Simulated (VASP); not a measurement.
# AlNi (Cmmm) in VASP: single point with PBEsol

Aim: the single point of AlNi with PBEsol.

All numbers are computed with VASP 6.6.1; they aren't measurements. Logs are shortened: lines on timing, memory, paths and dates and some standing lists are left out, and cuts for length are marked.

## (1) The cell of the first run

It takes space group Cmmm (No. 65, orthorhombic). Conventional cell: a = 3.881 Å, b = 3.910 Å, c = 3.102 Å, α = 90.00°, β = 90.00°, γ = 90.00°. Within 3.3 Å of Al (site symmetry mmm) lie 8 Ni at 2.48 to 2.50 Å and 6 Al at 2.75 to 3.10 Å. Ni (site symmetry mmm) has 8 Al at 2.48 to 2.50 Å and 6 Ni at 2.75 to 3.10 Å within 3.3 Å.

## (2) Single point, PBEsol, collinear spin, ferromagnetic start

INCAR reads:

```
PREC = Accurate
ENCUT = 520
EDIFF = 1E-6
ISMEAR = -1
SIGMA = 0.1
LREAL = False
LASPH = True
NELM = 150
ALGO = Normal
ISIF = 2
LWAVE = False
LCHARG = False
ISPIN = 2
MAGMOM = 0 1
LORBIT = 11
LMAXMIX = 4
GGA = PS
NBANDS = 18
```

KPOINTS reads:

```
regular mesh
0
Gamma
  11 11 10
```

POSCAR reads:

```
AlNi
1.0
    2.7542245988      0.0000000000      0.0000000000
   -0.0205171704      2.7541481780      0.0000000000
    0.0000000000      0.0000000000      3.1019388278
Al Ni
1 1
Direct
    0.0000000000      0.0000000000      0.0000000000
    0.5000000000      0.5000000000      0.5000000000
```

Potentials or basis: VASP PAW PBE potentials, release 64 (Al, Ni).

On the command line:

```
cat potpaw_PBE.64/Al/POTCAR potpaw_PBE.64/Ni/POTCAR > POTCAR
mpirun -np 1 vasp_std > vasp.out
```

OUTCAR:

```text
PREC = Accurate
   ENCUT = 520
   EDIFF = 1E-6
   ISMEAR = -1
   LREAL = False
   LASPH = True
   NELM = 150
   ISIF = 2
   ISPIN = 2
   LORBIT = 11
   GGA = PS

 ion  position               nearest neighbor table
   1  0.000  0.000  0.000-   2 2.48   2 2.48   2 2.48   2 2.48   2 2.50   2 2.50   2 2.50   2 2.50

   2  0.500  0.500  0.500-   1 2.48   1 2.48   1 2.48   1 2.48   1 2.50   1 2.50   1 2.50   1 2.50

  LATTYP: Found a base centered orthorhombic cell.
 ALAT       =     3.8805268316
 B/A-ratio  =     1.0074772996
 C/A-ratio  =     0.7993602319

  Lattice vectors:

 A1 = (   2.7542245988,   0.0000000000,   0.0000000000)
 A2 = (  -0.0205171704,   2.7541481780,   0.0000000000)
 A3 = (   0.0000000000,   0.0000000000,   3.1019388278)

Analysis of symmetry for initial positions (statically):
=====================================================================
 Subroutine PRICEL returns:
 Original cell was already a primitive cell.

 Routine SETGRP: Setting up the symmetry group for a
 base centered orthorhombic supercell.

 Subroutine GETGRP returns: Found  8 space group operations
 (whereof  8 operations were pure point group operations)
 out of a pool of  8 trial point group operations.

The static configuration has the point symmetry D_2h.

Analysis of symmetry for dynamics (positions and initial velocities):
=====================================================================
 Subroutine PRICEL returns:
 Original cell was already a primitive cell.

 Routine SETGRP: Setting up the symmetry group for a
 base centered orthorhombic supercell.

 Subroutine GETGRP returns: Found  8 space group operations
 (whereof  8 operations were pure point group operations)
 out of a pool of  8 trial point group operations.

The dynamic configuration has the point symmetry D_2h.

Analysis of structural, dynamic, and magnetic symmetry:
=====================================================================
 Subroutine PRICEL returns:
 Original cell was already a primitive cell.

 Routine SETGRP: Setting up the symmetry group for a
 base centered orthorhombic supercell.

 Subroutine GETGRP returns: Found  8 space group operations
 (whereof  8 operations were pure point group operations)
 out of a pool of  8 trial point group operations.

The overall configuration has the point symmetry D_2h.

 Subroutine INISYM returns: Found  8 space group operations
 (whereof  8 operations are pure point group operations),
 and found     1 'primitive' translations

----------------------------------------------------------------------------------------

                                     Primitive cell

  volume of cell :      23.5299

  direct lattice vectors                    reciprocal lattice vectors
     2.754224599  0.000000000  0.000000000     0.363078596  0.002704773  0.000000000
    -0.020517170  2.754148178  0.000000000     0.000000000  0.363088670  0.000000000
     0.000000000  0.000000000  3.101938828     0.000000000  0.000000000  0.322379020

  length of vectors
     2.754224599  2.754224599  3.101938828     0.363088670  0.363088670  0.322379020

  position of ions in fractional coordinates (direct lattice)
     0.000000000  0.000000000  0.000000000
     0.500000000  0.500000000  0.500000000

  ion indices of the primitive-cell ions
   primitive index   ion index
                 1           1
                 2           2

----------------------------------------------------------------------------------------

 KPOINTS: regular mesh

Automatic generation of k-mesh.
 Grid dimensions read from file:
 generate k-points for:   11   11   10

 Generating k-lattice:

  Cartesian coordinates                     Fractional coordinates (reciprocal lattice)
     0.033007145  0.000245888  0.000000000     0.090909091 -0.000000000  0.000000000
     0.000000000  0.033008061  0.000000000     0.000000000  0.090909091  0.000000000
     0.000000000  0.000000000  0.032237902     0.000000000  0.000000000  0.100000000

  Length of vectors
     0.033008061  0.033008061  0.032237902

  Shift w.r.t. Gamma in fractional coordinates (k-lattice)
     0.000000000  0.000000000  0.000000000

 Subroutine IBZKPT returns following result:
 ===========================================

 Found    216 irreducible k-points:

 Following reciprocal coordinates:
            Coordinates               Weight
  0.000000  0.000000  0.000000      1.000000
  0.090909 -0.000000  0.000000      4.000000
  0.181818 -0.000000  0.000000      4.000000
  0.272727  0.000000  0.000000      4.000000
  0.363636 -0.000000  0.000000      4.000000
  0.454545 -0.000000  0.000000      4.000000
[... 16 lines left out ...]
 -0.272727  0.181818  0.000000      4.000000
 -0.181818  0.181818  0.000000      2.000000
 [... further k-points ...]
   k-points           NKPTS =    216   k-points in BZ     NKDIM =    216   number of bands    NBANDS=     18
   number of dos      NEDOS =    301   number of ions     NIONS =      2
   total plane-waves  NPLWV =   9600
   dimension x,y,z NGX =    20 NGY =   20 NGZ =   24
   dimension x,y,z NGXF=    40 NGYF=   40 NGZF=   48
   ions per type =               1   1
   NGX,Y,Z   is equivalent  to a cutoff of  12.07, 12.07, 12.86 a.u.
   NGXF,Y,Z  is equivalent  to a cutoff of  24.14, 24.14, 25.73 a.u.
 SYSTEM =  unknown system
   PREC   = accura    normal or accurate (medium, high low for compatibility)
   ISTART =      0    job   : 0-new  1-cont  2-samecut
   ICHARG =      2    charge: 1-file 2-atom 10-const
   ISPIN  =      2    spin polarized calculation?
   LNONCOLLINEAR =      F non collinear calculations
   LSORBIT =      F    spin-orbit coupling
   LASPH  =      T    aspherical Exc in radial PAW
   ENCUT  =  520.0 eV  38.22 Ry    6.18 a.u.   5.12  5.12  5.77*2*pi/ulx,y,z
   NELM   =    150;   NELMIN=  2; NELMDL= -5     # of ELM steps
   EDIFF  = 0.1E-05   stopping-criterion for ELM
   LREAL  =      F    real-space projection
   EDIFFG = 0.1E-04   stopping-criterion for IOM
   NSW    =      0    number of steps for IOM
   IBRION =     -1    ionic relax: 0-MD 1-quasi-New 2-CG
   NFREE  =      0    steps in history (QN), initial steepest desc. (CG)
   ISIF   =      2    stress and relaxation
   ISYM   =      2    0-nonsym 1-usesym 2-fastsym
   POTIM  = 0.5000    time-step for ionic-motion
   TEBEG  =    0.0;   TEEND  =   0.0 temperature during run
   PSTRESS=    0.0 pullay stress
   NELECT =      13.0000    total number of electrons
   NUPDOWN=      -1.0000    fix difference up-down
   EMIN   =  10.00;   EMAX   =-10.00  energy-range for DOS
   EFERMI =   0.00;   METHOD = LEGACY
   ISMEAR =    -1;   SIGMA  =   0.10  broadening in eV -4-tet -1-fermi 0-gaus
   EFERMI_NEDOS =   21; number of points for ismear=-14 and -15
   IALGO  =     38    algorithm
   IMIX   =      4    mixing-type and parameters
     AMIX     =   0.40;   BMIX     =  1.00
     AMIX_MAG =   1.60;   BMIX_MAG =  1.00
  volume/ion in A,a.u.               =      11.76        79.39
  Fermi-wavevector in a.u.,A,eV,Ry     =   1.343330  2.538525 24.552189  1.804535
  Thomas-Fermi vector in A             =   2.471412
   LORBIT       =     11    0 simple, 1 ext, 2 COOP (PROOUT), +10 PAW based schemes
   GGA     = PS    functional components
   LHFCALC =     F    Hartree Fock is set to
   AEXX    =    0.0000 exact exchange contribution
   IVDW    =     0    specifies the selected vdW correction
   LEPSILON=     F    determine dielectric tensor
   LRPA    =     F    only Hartree local field effects (RPA)
 spin polarized calculation
  energy-cutoff  :      520.00
  volume of cell :       23.53
 maximum number of plane-waves:       644
   NGX = 11   NGY = 11   NGZ = 11

 number of electron      13.0000021 magnetization      -0.0004321

 number of electron      13.0000021 magnetization       0.0000378

 Free energy of the ion-electron system (eV)
  ---------------------------------------------------
  ext. energy  EPLUGINS =         0.00000000
  ---------------------------------------------------
  free energy    TOTEN  =       -11.55695614 eV

  energy without entropy =      -11.52789014  energy(sigma->0) =      -11.54242314

 E-fermi :  10.1291     XC(G=0): -12.2454

 val. band max:       10.1169186806   @ k =   0.3636  -0.0000   0.0000
 cond. band min:      10.1352452389   @ k =  -0.4545   0.2727   0.3000
 fundamental gap:      0.0183265583
 Fermi energy:        10.1291313485

 spin component 1

 k-point     1 :       0.0000    0.0000    0.0000
  band No.  band energies     occupation
      1      -1.1506      1.00000
      2       6.6876      1.00000
      3       6.8233      1.00000
      4       8.4441      1.00000
      5       8.4634      1.00000
      6       8.7518      1.00000
[... 10 lines left out ...]
     17      33.4965      0.00000
     18      33.5044      0.00000
[... 463 lines left out ...]
 k-point    24 :      -0.1818    0.1818    0.0000
  band No.  band energies     occupation
      1       0.1476      1.00000
      2       6.9227      1.00000
      3       6.9832      1.00000
      4       8.0326      1.00000
      5       8.2166      1.00000
      6       8.2395      1.00000
[... 10 lines left out ...]
     17      32.4036      0.00000
     18      37.0406      0.00000

 [... further k-points ...]

 spin component 2

 k-point     1 :       0.0000    0.0000    0.0000
  band No.  band energies     occupation
      1      -1.1506      1.00000
      2       6.6876      1.00000
      3       6.8234      1.00000
      4       8.4441      1.00000
      5       8.4634      1.00000
      6       8.7517      1.00000
[... 10 lines left out ...]
     17      33.4955      0.00000
     18      33.5026      0.00000
[... 463 lines left out ...]
 k-point    24 :      -0.1818    0.1818    0.0000
  band No.  band energies     occupation
      1       0.1476      1.00000
      2       6.9227      1.00000
      3       6.9833      1.00000
      4       8.0325      1.00000
      5       8.2165      1.00000
      6       8.2394      1.00000
[... 10 lines left out ...]
     17      32.4035      0.00000
     18      37.0405      0.00000

 [... further k-points ...]
[... 5 lines left out ...]
  --------------------------------------------------------------------------------------
  -------------------------------------------------------------------------------------
  Total        0.3321285      0.3339404     -0.5800697      0.1216089      0.0000000      0.0000000
  in kB       22.6150131     22.7383850    -39.4976157      8.2804891      0.0000000      0.0000000
  external PRESSURE =       1.9519275 kB  Pullay stress =       0.0000000 kB

 VOLUME and BASIS-vectors are now :
 -----------------------------------------------------------------------------
  energy-cutoff  :      520.00
  volume of cell :       23.53
      direct lattice vectors                 reciprocal lattice vectors
     2.754224599  0.000000000  0.000000000     0.363078596  0.002704773  0.000000000
    -0.020517170  2.754148178  0.000000000     0.000000000  0.363088670  0.000000000
     0.000000000  0.000000000  3.101938828     0.000000000  0.000000000  0.322379020

 POSITION                                       TOTAL-FORCE (eV/Angst)
 -----------------------------------------------------------------------------------
      0.00000      0.00000      0.00000         0.000000      0.000000      0.000000
      1.36685      1.37707      1.55097        -0.000000      0.000000      0.000000
 -----------------------------------------------------------------------------------
    total drift:                               -0.000000      0.000000      0.000000

  FREE ENERGIE OF THE ION-ELECTRON SYSTEM (eV)
  ---------------------------------------------------
  free  energy   TOTEN  =       -11.5569561434 eV

  energy  without entropy=      -11.5278901362  energy(sigma->0) =      -11.54242314

 total charge

# of ion       s       p       d       tot
------------------------------------------
    1        0.386   0.422   0.000   0.809
    2        0.489   0.537   8.475   9.501
--------------------------------------------------
tot          0.875   0.959   8.475  10.310

 magnetization (x)

# of ion       s       p       d       tot
------------------------------------------
    1        0.000   0.000   0.000   0.000
    2       -0.000  -0.000   0.000   0.000
--------------------------------------------------
tot         -0.000   0.000   0.000   0.000
```

Run time: 91 s. Hardware: 1 thread of Intel Xeon Platinum 8259CL at 2.50GHz (Skylake/Cascade Lake), shared host; peak memory 0.24 GiB.

What came out:

```
Free energy                                           : -11.5570 eV
Pressure                                              : 0.2 GPa
Net moment                                            : 0.00 μB per cell
Valence electrons inside the program's atomic spheres : Al 0.81; Ni 9.50
```

Caveat: the PAW data sets were made with another functional, which shifts forces and pressure a little.
